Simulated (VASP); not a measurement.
A run of VASP 6.6.1:

INCAR

```
PREC = Accurate ; ENCUT = 520
EDIFF = 1E-6 ; ISMEAR = 0
SIGMA = 0.05 ; LREAL = False
LASPH = True ; NELM = 100
ALGO = Normal ; ISIF = 2
LWAVE = False ; LCHARG = False
GGA = PS ; NBANDS = 10
```

KPOINTS

```
Automatic mesh
0
Gamma
  8 8 8
```

File POSCAR:

```
Cs
1.0
   -3.0209612769      3.0209612769      3.0209612769
    3.0209612769     -3.0209612769      3.0209612769
    3.0209612769      3.0209612769     -3.0209612769
Cs
1
Direct
    0.0000000000      0.0000000000      0.0000000000
```

Potentials or basis: VASP PAW PBE potentials, release 64 (Cs_sv).

Launch:

```sh
$ cat potpaw_PBE.64/Cs_sv/POTCAR > POTCAR
$ mpirun -np 1 vasp_std > vasp.out
```

Hardware: 1 thread of Intel(R) Xeon(R) Platinum 8259CL CPU @ 2.50GHz (Skylake/Cascade Lake), on a shared host.

Problem. Estimate the wall time of this run.

Solution. It took 23 s on 1 thread of Intel(R) Xeon(R) Platinum 8259CL CPU @ 2.50GHz (Skylake/Cascade Lake), on a shared host, peak memory 0.23 GiB. Counts: scf iterations 10, k points 29.
